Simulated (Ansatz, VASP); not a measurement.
## Two plane-wave programs on Ga

The input INCAR:

```
SYSTEM = Ga
PREC = Accurate
ENCUT = 520
EDIFF = 1E-6
ISMEAR = -1
SIGMA = 0.1
LREAL = .False.
LASPH = .True.
NELM = 100
ALGO = Normal
ISIF = 2
LWAVE = .False.
LCHARG = .False.
GGA = B5
ALDAX = 1.0
AGGAX = 1.0
AGGAC = 1.0
ALDAC = 0.0
NBANDS = 34
```

Contents of KPOINTS:

```
Automatic mesh
0
Gamma
  13 13 4
  0 0 0
```

File POSCAR:

```
Ga
1.0
    3.1703995806      0.0000000000      0.0000000000
   -1.5851997903      2.7456465769      0.0000000000
    0.0000000000      0.0000000000     10.3490130783
Ga
4
Direct
    0.0000000000      1.0000000000      1.0000000000
    0.0000000000      1.0000000000      0.5000000000
    0.3333333333      0.6666666667      0.2500000000
    0.6666666667      0.3333333333      0.7500000000
```

Input for Ansatz:

```yaml
crystal:
  lattice:
    - [3.1703995806, 0.0, 0.0]
    - [-1.5851997903, 2.7456465769, 0.0]
    - [0.0, 0.0, 10.3490130783]
  atoms:
    - { symbol: Ga, position: [0.0, 1.0, 1.0] }
    - { symbol: Ga, position: [0.0, 1.0, 0.5] }
    - { symbol: Ga, position: [0.3333333333, 0.6666666667, 0.25] }
    - { symbol: Ga, position: [0.6666666667, 0.3333333333, 0.75] }
hamiltonian:
  xc: blyp
  pseudopotentials:
    kind: paw
    azcp:
      Ga: "pseudopotentials/Ga.paw.azcp"
basis:
  ecutwfc: 420
  fft_grid_basis: typed
kpoints:
  mp_grid: { grid: [13, 13, 4], shift: [0, 0, 0] }
magnetization:
  spin_polarized: false
scf:
  occupations: { method: fermi_dirac, width: 0.1 }
  lower_state_search: "off"
output:
  stress: true
```

Alike in both runs: task single point; functional BLYP; k mesh 13 × 13 × 4; occupations fermi-dirac, width 0.1 eV; no spin polarisation.

|  | VASP | Ansatz |
| --- | --- | --- |
| version | VASP 6.6.1 | Ansatz 0.2.0 |
| potentials or method | VASP PAW PBE potentials, release 64 (Ga_d), cutoff 520 eV | plane waves (420 eV) with PAW, scalar-relativistic |
| valence electrons in the cell | 52 | 52 |

```tsv
	VASP	Ansatz	Ansatz less VASP
pressure (GPa)	-1.0	-1.0	+0.02
traceless stress, the component that is largest in VASP (GPa)	0.16	0.16	-0.001
```

VASP's potentials were made for PBE, not for BLYP.
